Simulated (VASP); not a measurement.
# Si in VASP: single point with PBE

Aim: the single point of Si with PBE.

Everything below comes from runs of VASP 6.6.1. Logs are shortened: lines on timing, memory, paths and dates and some standing lists are left out, and cuts for length are marked.

## Step 1: The cell of the first run

The cell holds a slab with vacuum, 17 atoms: a = 7.702 Å, b = 6.365 Å, c = 19.753 Å, α = 90.00°, β = 90.00°, γ = 90.00°.

## Step 2: Single point, PBE, collinear spin

INCAR reads:

```
SYSTEM = Si
  PREC = Accurate
  ENCUT = 520
  EDIFF = 1E-7
  ISMEAR = 0
  SIGMA = 0.05
  LREAL = Auto
  LASPH = .TRUE.
  NELM = 150
  ALGO = Normal
  ISIF = 2
  LWAVE = .FALSE.
  LCHARG = .TRUE.
  ISPIN = 2
  MAGMOM = 0 0 0 0 0 0 0 0 0 0 0 0 0 0 0 0 2
  LORBIT = 11
  LDIPOL = .TRUE.
  IDIPOL = 3
  DIPOL = 0.5 0.5 0.325
  GGA = PE
  LVHAR = .TRUE.
  LVACPOTAV = .TRUE.
  NBANDS = 52
  KPAR = 4
```

KPOINTS reads:

```
Automatic mesh
0
G
  4 4 1
  0 0 0
```

POSCAR reads:

```
Si
1.0
    7.7021643869      0.0000000000      0.0000000000
    0.0000000000      6.3646811531      0.0000000000
    0.0000000000      0.0000000000     19.7525435111
Si
17
Direct
    0.0000000000      0.9370679262      0.2025055658
    0.5000000000      0.9370679262      0.2025055658
    0.0000000000      0.5629320738      0.2025055658
    0.5000000000      0.5629320738      0.2025055658
    0.2500000000      0.4370679262      0.2587875160
    0.7500000000      0.4370679262      0.2587875160
    0.2500000000      0.0629320738      0.2587875160
    0.7500000000      0.0629320738      0.2587875160
    0.2500000000      0.9333044689      0.3720589473
    0.7500000000      0.9333044689      0.3720589473
    0.2500000000      0.5666955311      0.3720589473
    0.7500000000      0.5666955311      0.3720589473
    0.0000000000      0.4259907554      0.4177964983
    0.5000000000      0.4259907554      0.4177964983
    0.0000000000      0.0740092446      0.4177964983
    0.5000000000      0.0740092446      0.4177964983
    0.0833333333      0.4259907554      0.5282891167
```

Potentials or basis: VASP PAW PBE potentials, release 64 (Si).

Launch:

```bash
> cat potpaw_PBE.64/Si/POTCAR > POTCAR
> mpirun -np 4 vasp_std > vasp.out
```

OUTCAR:

```text
SYSTEM = Si
   PREC = Accurate
   ENCUT = 520
   EDIFF = 1E-7
   ISMEAR = 0
   LREAL = Auto
   LASPH = .TRUE.
   NELM = 150
   ISIF = 2
   ISPIN = 2
   LORBIT = 11
   GGA = PE

 ion  position               nearest neighbor table
   1  0.000  0.937  0.203-   7 2.36   8 2.36   3 2.38
   2  0.500  0.937  0.203-   7 2.36   8 2.36   4 2.38
   3  0.000  0.563  0.203-   5 2.36   6 2.36   1 2.38
   4  0.500  0.563  0.203-   5 2.36   6 2.36   2 2.38
   5  0.250  0.437  0.259-   3 2.36   4 2.36   7 2.38  11 2.38
   6  0.750  0.437  0.259-   3 2.36   4 2.36   8 2.38  12 2.38
   7  0.250  0.063  0.259-   1 2.36   2 2.36   5 2.38   9 2.38
   8  0.750  0.063  0.259-   1 2.36   2 2.36   6 2.38  10 2.38
   9  0.250  0.933  0.372-  15 2.31  16 2.31  11 2.33   7 2.38
  10  0.750  0.933  0.372-  15 2.31  16 2.31  12 2.33   8 2.38
  11  0.250  0.567  0.372-  13 2.31  14 2.31   9 2.33   5 2.38
  12  0.750  0.567  0.372-  13 2.31  14 2.31  10 2.33   6 2.38
  13  0.000  0.426  0.418-  15 2.24  17 2.27  11 2.31  12 2.31
  14  0.500  0.426  0.418-  16 2.24  12 2.31  11 2.31
  15  0.000  0.074  0.418-  13 2.24  10 2.31   9 2.31
  16  0.500  0.074  0.418-  14 2.24  10 2.31   9 2.31
  17  0.083  0.426  0.528-  13 2.27

  LATTYP: Found a simple orthorhombic cell.
 ALAT       =     6.3646811531
 B/A-ratio  =     1.2101414355
 C/A-ratio  =     3.1034615931

  Lattice vectors:

 A1 = (   0.0000000000,  -6.3646811531,   0.0000000000)
 A2 = (   7.7021643869,   0.0000000000,   0.0000000000)
 A3 = (   0.0000000000,   0.0000000000,  19.7525435111)

Analysis of symmetry for initial positions (statically):
=====================================================================
 Subroutine PRICEL returns:
 Original cell was already a primitive cell.

 Routine SETGRP: Setting up the symmetry group for a
 simple orthorhombic supercell.

 Subroutine GETGRP returns: Found  1 space group operations
 (whereof  1 operations were pure point group operations)
 out of a pool of  8 trial point group operations.

The static configuration has the point symmetry C_1 .

Analysis of symmetry for dynamics (positions and initial velocities):
=====================================================================
 Subroutine PRICEL returns:
 Original cell was already a primitive cell.

 Routine SETGRP: Setting up the symmetry group for a
 simple orthorhombic supercell.

 Subroutine GETGRP returns: Found  1 space group operations
 (whereof  1 operations were pure point group operations)
 out of a pool of  8 trial point group operations.

The dynamic configuration has the point symmetry C_1 .

Analysis of structural, dynamic, and magnetic symmetry:
=====================================================================
 Subroutine PRICEL returns:
 Original cell was already a primitive cell.

 Routine SETGRP: Setting up the symmetry group for a
 simple orthorhombic supercell.

 Subroutine GETGRP returns: Found  1 space group operations
 (whereof  1 operations were pure point group operations)
 out of a pool of  8 trial point group operations.

The overall configuration has the point symmetry C_1 .

 Subroutine INISYM returns: Found  1 space group operations
 (whereof  1 operations are pure point group operations),
 and found     1 'primitive' translations

----------------------------------------------------------------------------------------

                                     Primitive cell

  volume of cell :     968.3056

  direct lattice vectors                    reciprocal lattice vectors
     7.702164387  0.000000000  0.000000000     0.129833635  0.000000000  0.000000000
     0.000000000  6.364681153  0.000000000     0.000000000  0.157117061  0.000000000
     0.000000000  0.000000000 19.752543511     0.000000000  0.000000000  0.050626391

  length of vectors
     7.702164387  6.364681153 19.752543511     0.129833635  0.157117061  0.050626391

  position of ions in fractional coordinates (direct lattice)
     0.000000000  0.937067926  0.202505566
     0.500000000  0.937067926  0.202505566
     0.000000000  0.562932074  0.202505566
     0.500000000  0.562932074  0.202505566
     0.250000000  0.437067926  0.258787516
     0.750000000  0.437067926  0.258787516
[... 9 lines left out ...]
     0.500000000  0.074009245  0.417796498
     0.083333333  0.425990755  0.528289117

  ion indices of the primitive-cell ions
   primitive index   ion index
                 1           1
                 2           2
                 3           3
                 4           4
                 5           5
                 6           6
[... 9 lines left out ...]
                16          16
                17          17

----------------------------------------------------------------------------------------

 KPOINTS: Automatic mesh

[... 21 lines left out ...]

 Following reciprocal coordinates:
            Coordinates               Weight
  0.000000  0.000000  0.000000      1.000000
  0.250000  0.000000  0.000000      2.000000
  0.500000  0.000000  0.000000      1.000000
  0.000000  0.250000  0.000000      2.000000
  0.250000  0.250000  0.000000      2.000000
 -0.250000  0.250000  0.000000      2.000000
  0.500000  0.250000  0.000000      2.000000
  0.000000  0.500000  0.000000      1.000000
  0.250000  0.500000  0.000000      2.000000
  0.500000  0.500000  0.000000      1.000000
   k-points           NKPTS =     10   k-points in BZ     NKDIM =     10   number of bands    NBANDS=     52
   number of dos      NEDOS =    301   number of ions     NIONS =     17
   total plane-waves  NPLWV = 432000
   dimension x,y,z NGX =    60 NGY =   48 NGZ =  150
   dimension x,y,z NGXF=   120 NGYF=   96 NGZF=  300
   ions per type =              17
   NGX,Y,Z   is equivalent  to a cutoff of  12.95, 12.54, 12.62 a.u.
   NGXF,Y,Z  is equivalent  to a cutoff of  25.90, 25.08, 25.25 a.u.
 SYSTEM =  Si
   PREC   = accura    normal or accurate (medium, high low for compatibility)
   ISTART =      0    job   : 0-new  1-cont  2-samecut
   ICHARG =      2    charge: 1-file 2-atom 10-const
   ISPIN  =      2    spin polarized calculation?
   LNONCOLLINEAR =      F non collinear calculations
   LSORBIT =      F    spin-orbit coupling
   LASPH  =      T    aspherical Exc in radial PAW
   ENCUT  =  520.0 eV  38.22 Ry    6.18 a.u.  14.32 11.83 36.73*2*pi/ulx,y,z
   NELM   =    150;   NELMIN=  2; NELMDL= -5     # of ELM steps
   EDIFF  = 0.1E-06   stopping-criterion for ELM
   LREAL  =      T    real-space projection
   EDIFFG = 0.1E-05   stopping-criterion for IOM
   NSW    =      0    number of steps for IOM
   IBRION =     -1    ionic relax: 0-MD 1-quasi-New 2-CG
   NFREE  =      0    steps in history (QN), initial steepest desc. (CG)
   ISIF   =      2    stress and relaxation
   ISYM   =      2    0-nonsym 1-usesym 2-fastsym
   POTIM  = 0.5000    time-step for ionic-motion
   TEBEG  =    0.0;   TEEND  =   0.0 temperature during run
   PSTRESS=    0.0 pullay stress
   NELECT =      68.0000    total number of electrons
   NUPDOWN=      -1.0000    fix difference up-down
   EMIN   =  10.00;   EMAX   =-10.00  energy-range for DOS
   EFERMI =   0.00;   METHOD = LEGACY
   ISMEAR =     0;   SIGMA  =   0.05  broadening in eV -4-tet -1-fermi 0-gaus
   EFERMI_NEDOS =   21; number of points for ismear=-14 and -15
   IALGO  =     38    algorithm
   IMIX   =      4    mixing-type and parameters
     AMIX     =   0.40;   BMIX     =  1.00
     AMIX_MAG =   1.60;   BMIX_MAG =  1.00
  volume/ion in A,a.u.               =      56.96       384.38
  Fermi-wavevector in a.u.,A,eV,Ry     =   0.675420  1.276358  6.206864  0.456192
  Thomas-Fermi vector in A             =   1.752430
   LORBIT       =     11    0 simple, 1 ext, 2 COOP (PROOUT), +10 PAW based schemes
   GGA     = PE    functional components
   LHFCALC =     F    Hartree Fock is set to
   AEXX    =    0.0000 exact exchange contribution
   IVDW    =     0    specifies the selected vdW correction
   LEPSILON=     F    determine dielectric tensor
   LRPA    =     F    only Hartree local field effects (RPA)
 spin polarized calculation
 Gauss-broadening in eV      SIGMA  =   0.05
  energy-cutoff  :      520.00
  volume of cell :      968.31
 maximum number of plane-waves:     26115
 NGX is ok and might be reduce to    60
   NGX = 29   NGY = 23   NGZ = 73

 dipolmoment           0.000000      0.000000      0.254041 electrons x Angstroem

 number of electron      67.9999999 magnetization       0.0307788

 dipolmoment           0.000000      0.000000     -0.066295 electrons x Angstroem

 Free energy of the ion-electron system (eV)
  ---------------------------------------------------
  ext. energy  EPLUGINS =         0.00000000
  ---------------------------------------------------
  free energy    TOTEN  =       -82.26394581 eV

  energy without entropy =      -82.25817622  energy(sigma->0) =      -82.26106102

 E-fermi :  -0.9580     XC(G=0):  -4.1933

 val. band max:       -1.0268502671   @ k =   0.0000   0.0000   0.0000
 cond. band min:      -0.9563234985   @ k =   0.0000   0.5000   0.0000
 fundamental gap:      0.0705267686
 Fermi energy:        -0.9579816207

 spin component 1

 k-point     1 :       0.0000    0.0000    0.0000
  band No.  band energies     occupation
      1     -12.5884      1.00000
      2     -11.3036      1.00000
      3     -10.8683      1.00000
      4     -10.4075      1.00000
      5     -10.1614      1.00000
      6      -9.3047      1.00000
[... 479 lines left out ...]
     45       2.3226      0.00000
     46       2.4742      0.00000
 Fermi energy:        -0.9579816207

 spin component 2

 k-point     1 :       0.0000    0.0000    0.0000
  band No.  band energies     occupation
      1     -12.5877      1.00000
      2     -11.3024      1.00000
      3     -10.8679      1.00000
      4     -10.4057      1.00000
      5     -10.1612      1.00000
      6      -9.3018      1.00000
[... 479 lines left out ...]
     45       2.3243      0.00000
     46       2.4748      0.00000
 [bands above 46 left out]

------------------------ aborting loop because EDIFF is reached ----------------------------------------

  FORCE on cell =-STRESS in cart. coord.  units (eV):
  Direction    XX          YY          ZZ          XY          YZ          ZX
  --------------------------------------------------------------------------------------
  -------------------------------------------------------------------------------------
  Total        2.3995203     -0.7705453     -2.0600637     -0.6231038     -1.3104606      0.6128188
  in kB        3.9702930     -1.2749592     -3.4086215     -1.0309997     -2.1683136      1.0139819
  external PRESSURE =      -0.2377626 kB  Pullay stress =       0.0000000 kB

 VOLUME and BASIS-vectors are now :
 -----------------------------------------------------------------------------
  energy-cutoff  :      520.00
  volume of cell :      968.31
      direct lattice vectors                 reciprocal lattice vectors
     7.702164387  0.000000000  0.000000000     0.129833635  0.000000000  0.000000000
     0.000000000  6.364681153  0.000000000     0.000000000  0.157117061  0.000000000
     0.000000000  0.000000000 19.752543511     0.000000000  0.000000000  0.050626391

 POSITION                                       TOTAL-FORCE (eV/Angst)
 -----------------------------------------------------------------------------------
      0.00000      5.96414      4.00000        -0.019824     -0.746294      0.671193
      3.85108      5.96414      4.00000         0.007448     -0.598075      0.527392
      0.00000      3.58288      4.00000         0.015663      0.706389      0.617966
      3.85108      3.58288      4.00000        -0.067000      0.578680      0.583654
      1.92554      2.78180      5.11171         0.058886      0.048401     -0.706835
      5.77662      2.78180      5.11171        -0.087285      0.068561     -0.539059
[... 9 lines left out ...]
      3.85108      0.47105      8.25254        -0.027804     -0.029445      0.003762
      0.64185      2.71130     10.43505         0.203228     -0.533561     -0.002577
 -----------------------------------------------------------------------------------
    total drift:                                0.000094     -0.000099     -0.027307

  FREE ENERGIE OF THE ION-ELECTRON SYSTEM (eV)
  ---------------------------------------------------
  free  energy   TOTEN  =       -82.2639458142 eV

  energy  without entropy=      -82.2581762191  energy(sigma->0) =      -82.26106102

 vacuum level on the upper side and lower side of the slab         3.586         3.831

 total charge

# of ion       s       p       d       tot
------------------------------------------
    1        0.795   0.833   0.000   1.628
    2        0.795   0.834   0.000   1.629
    3        0.794   0.836   0.000   1.631
    4        0.794   0.835   0.000   1.629
    5        0.764   0.890   0.000   1.654
    6        0.760   0.893   0.000   1.653
[... 9 lines left out ...]
   16        0.786   0.898   0.000   1.685
   17        0.928   0.616   0.000   1.544
--------------------------------------------------
tot         13.303  14.909   0.000  28.212

 magnetization (x)

# of ion       s       p       d       tot
------------------------------------------
    1       -0.000  -0.001   0.000  -0.001
    2        0.001   0.005   0.000   0.006
    3        0.000   0.001   0.000   0.002
    4       -0.001  -0.003   0.000  -0.004
    5        0.000   0.000   0.000   0.000
    6        0.000  -0.000   0.000  -0.000
[... 9 lines left out ...]
   16       -0.000  -0.000   0.000  -0.000
   17        0.000   0.006   0.000   0.006
--------------------------------------------------
tot          0.001   0.008   0.000   0.009
```

Wall time 37 min (4 MPI ranks of Oxide Virtual Turin-like, shared host); peak memory 1.6 GiB.

Results:

```
Free energy                                           : -82.2639 eV
Largest force                                         : 1.004 eV/Å
Band gap on the k mesh                                : zero (filled and empty bands overlap)
Net moment                                            : 0.03 μB per cell
Valence electrons inside the program's atomic spheres : Si 1.63, 1.65, 1.69, 1.68, 1.75, 1.54 (each value once)
```

Forces in eV/Å, atoms in the order of the input:
```
Si  -0.020 -0.746  0.671
Si   0.007 -0.598  0.527
Si   0.016  0.706  0.618
Si  -0.067  0.579  0.584
Si   0.059  0.048 -0.707
Si  -0.087  0.069 -0.539
Si   0.066 -0.067 -0.576
Si  -0.013 -0.038 -0.581
Si  -0.145  0.099 -0.078
Si   0.044  0.077  0.032
Si   0.199  0.072 -0.340
Si  -0.070  0.149 -0.331
Si  -0.355  0.729 -0.146
Si  -0.143 -0.060  0.180
Si   0.333 -0.455  0.684
Si  -0.028 -0.029  0.004
Si   0.203 -0.534 -0.003
```

The gap in the log of VASP goes by the Fermi energy; the results here count the filled bands.